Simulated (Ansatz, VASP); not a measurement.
CdTe in VASP and in Ansatz

```
Cd Te
1.0
     3.00272   -3.03144    0.00000
     3.00272    3.03144    0.00000
     0.00000    0.00000    5.96632
Cd Te
2 2
Direct
  0.27703 0.72297 0.75000
  0.72297 0.27703 0.25000
  0.76614 0.23386 0.75000
  0.23386 0.76614 0.25000
```

Change from the starting cell: volume scaled by 0.94.

Alike in both runs: task single point; functional PBEsol; k mesh 9 × 9 × 6; occupations fermi-dirac, width 0.05 eV; no spin polarisation.

|  | VASP | Ansatz |
| --- | --- | --- |
| version | VASP 6.6.1 | Ansatz 0.2.0 |
| potentials or method | VASP PAW PBE potentials, release 64 (Cd, Te), cutoff 520 eV | all-electron LAPW, scalar-relativistic |

```tsv
	VASP	Ansatz	Ansatz less VASP
pressure (GPa)	-0.1	-0.3	-0.23
traceless stress, the component that is largest in VASP (GPa)	0.38	0.37	-0.010
rms of the force components (eV/Å)	0.029	0.027	-0.0014
```

VASP's potentials were made for PBE, not for PBEsol. Atom by atom the forces differ by 0.003 eV/Å (rms over components). Ansatz ran all-electron here, and VASP with PAW potentials.

Neither program's run includes spin-orbit coupling.
